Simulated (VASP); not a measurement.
# Si2Mo (I4/mmm) in VASP: a series of runs, part 2 of 2

VASP 6.6.1. The steps go on from the part before.

### Step 3. Single point, LDA

This run uses another cell than the first one, of 14.49 Å³/atom, 1.038 times its volume.

INCAR

```
ALGO = Normal
EDIFF = 1E-6
ENCUT = 520
GGA = CA
ISIF = 2
ISMEAR = 1
LASPH = T
LCHARG = F
LREAL = F
LWAVE = F
NBANDS = 18
NELM = 60
PREC = Accurate
SIGMA = 0.15
```

KPOINTS

```
k-points
0
Gamma
  13 13 13
```

POSCAR

```
Si2Mo
1.0
   -1.6415769088      1.6415769088      4.0326362750
    1.6415769088     -1.6415769088      4.0326362750
    1.6415769088      1.6415769088     -4.0326362750
Si Mo
2 1
Direct
    0.3330000000      0.3330000000      0.0000000000
    0.6670000000      0.6670000000      0.0000000000
    0.0000000000      0.0000000000      0.0000000000
```

Potentials or basis: VASP PAW LDA potentials, release 64 (Si, Mo_sv).

Command:

```console
> cat potpaw_LDA.64/Si/POTCAR potpaw_LDA.64/Mo_sv/POTCAR > POTCAR
> mpirun -np 1 vasp_std > vasp.out
```

OUTCAR:

```text
EDIFF = 1E-6
   ENCUT = 520
   GGA = CA
   ISIF = 2
   ISMEAR = 1
   LASPH = T
   LREAL = F
   NELM = 60
   PREC = Accurate

 ion  position               nearest neighbor table
   1  0.333  0.333  0.000-   2 2.68   2 2.68   2 2.68   2 2.68   3 2.68   3 2.68   3 2.68   3 2.68
                             3 2.69   2 2.69
   2  0.667  0.667  0.000-   1 2.68   1 2.68   1 2.68   1 2.68   3 2.68   3 2.68   3 2.68   3 2.68
                             3 2.69   1 2.69
   3  0.000  0.000  0.000-   1 2.68   2 2.68   2 2.68   2 2.68   2 2.68   1 2.68   1 2.68   1 2.68
[... 704 lines left out ...]
  Direction    XX          YY          ZZ          XY          YZ          ZX
  --------------------------------------------------------------------------------------
  -------------------------------------------------------------------------------------
  Total       -4.7550307     -4.7550307     -5.7056075      0.0000000     -0.0000000      0.0000000
  in kB     -175.2638681   -175.2638681   -210.3008166      0.0000000     -0.0000000      0.0000000
  external PRESSURE =    -186.9428509 kB  Pullay stress =       0.0000000 kB

 VOLUME and BASIS-vectors are now :
 -----------------------------------------------------------------------------
  energy-cutoff  :      520.00
  volume of cell :       43.47
      direct lattice vectors                 reciprocal lattice vectors
    -1.641576909  1.641576909  4.032636275     0.000000000  0.304585181  0.123988370
     1.641576909 -1.641576909  4.032636275     0.304585181  0.000000000  0.123988370
     1.641576909  1.641576909 -4.032636275     0.304585181  0.304585181  0.000000000

 POSITION                                       TOTAL-FORCE (eV/Angst)
 -----------------------------------------------------------------------------------
      0.00000      0.00000      2.68574         0.000000      0.000000      0.478690
      0.00000      0.00000      5.37954        -0.000000     -0.000000     -0.478690
      0.00000      0.00000      0.00000        -0.000000     -0.000000     -0.000000
 -----------------------------------------------------------------------------------
    total drift:                                0.000000      0.000000     -0.000000

  FREE ENERGIE OF THE ION-ELECTRON SYSTEM (eV)
  ---------------------------------------------------
  free  energy   TOTEN  =       -25.5427568382 eV

  energy  without entropy=      -25.5435971393  energy(sigma->0) =      -25.54303694
```

It took 2.8 min on 1 thread of Intel Xeon 6975P-C (Granite Rapids), shared host; peak memory 0.27 GiB.

Results:

| Quantity | Value |
| --- | --- |
| Free energy | -25.5428 eV |
| Pressure | -18.7 GPa |
| Largest force | 0.479 eV/Å |
| Band gap on the k mesh | zero (band 11 reaches 11.52 eV, above the bottom of band 12 at 10.62 eV) |

Forces in eV/Å, atoms in the order of the input:
```
Si   0.000  0.000  0.479
Si   0.000  0.000 -0.479
Mo   0.000  0.000  0.000
```

### Step 4. Single point, LDA

This run uses another cell than the first one, of 15.03 Å³/atom, 1.077 times its volume.

INCAR

```
SYSTEM = Si2Mo
PREC     = Accurate       ! precision mode
ENCUT    = 520            ! plane-wave cutoff, eV
EDIFF    = 1E-6           ! SCF threshold, eV
ISMEAR   = 1              ! smearing method
SIGMA    = 0.15           ! smearing width, eV
LREAL    = .False.        ! projectors in reciprocal space
LASPH    = .True.         ! aspherical terms in the spheres
NELM     = 80             ! most SCF steps
ALGO     = Normal         ! electronic algorithm
ISIF     = 2              ! what is computed and relaxed
LWAVE    = .False.        ! write WAVECAR
LCHARG   = .False.        ! write CHGCAR
GGA      = CA             ! functional
NBANDS   = 18             ! bands
```

KPOINTS

```
regular mesh
0
Gamma
  13 13 13
  0 0 0
```

POSCAR

```
Si2Mo
1.0
   -1.6615981126      1.6615981126      4.0818196135
    1.6615981126     -1.6615981126      4.0818196135
    1.6615981126      1.6615981126     -4.0818196135
Si Mo
2 1
Direct
    0.3330000000      0.3330000000      0.0000000000
    0.6670000000      0.6670000000      0.0000000000
    0.0000000000      0.0000000000      0.0000000000
```

Command:

```console
> cat potpaw_LDA.64/Si/POTCAR potpaw_LDA.64/Mo_sv/POTCAR > POTCAR
> mpirun -np 1 vasp_std > vasp.out
```

Wall time 3.2 min (1 thread of Intel Xeon 6975P-C (Granite Rapids), shared host); peak memory 0.28 GiB.

It converged, with:

```
Free energy            : -25.3313 eV
Pressure               : -23.3 GPa
Largest force          : 0.519 eV/Å
Band gap on the k mesh : zero (band 11 reaches 10.99 eV, above the bottom of band 12 at 10.12 eV)
```

Forces in eV/Å, atoms in the order of the input:
```
Si   0.000  0.000  0.519
Si   0.000  0.000 -0.519
Mo   0.000  0.000  0.000
```

Stress tensor (GPa, compression positive):
```
-21.99   0.00   0.00
  0.00 -21.99   0.00
  0.00   0.00 -25.92
```

Levels at points of the mesh, in eV from the Fermi level:
```tsv
k point	band 8	band 9	band 10	band 11	band 12	band 13	band 14	band 15
(0.00, 0.00, 0.00)	-2.56	-2.35	-2.35	0.36	2.39	3.32	3.32	3.50
```

### Step 5. Overview

| cell | gap on the mesh (eV) | pressure (GPa) | largest force (eV/Å) |
| --- | --- | --- | --- |
| a = 4.595 Å, angles 138.7, 138.7, 59.9°, 3 atoms | none | -12.9 | 0.43 |
| a = 4.653 Å, angles 138.7, 138.7, 59.9°, 3 atoms | none | -18.7 | 0.48 |
| a = 4.710 Å, angles 138.7, 138.7, 59.9°, 3 atoms | none | -23.3 | 0.52 |

Alike in all rows: task single point; level LDA; potentials or basis VASP PAW LDA potentials, release 64 (Si, Mo_sv); no spin polarisation; k mesh 13 × 13 × 13; cutoff (eV) 520; smearing methfessel-paxton 0.15 eV.

Total energies depend on the potentials used, so only differences within one code and one set of settings carry meaning.
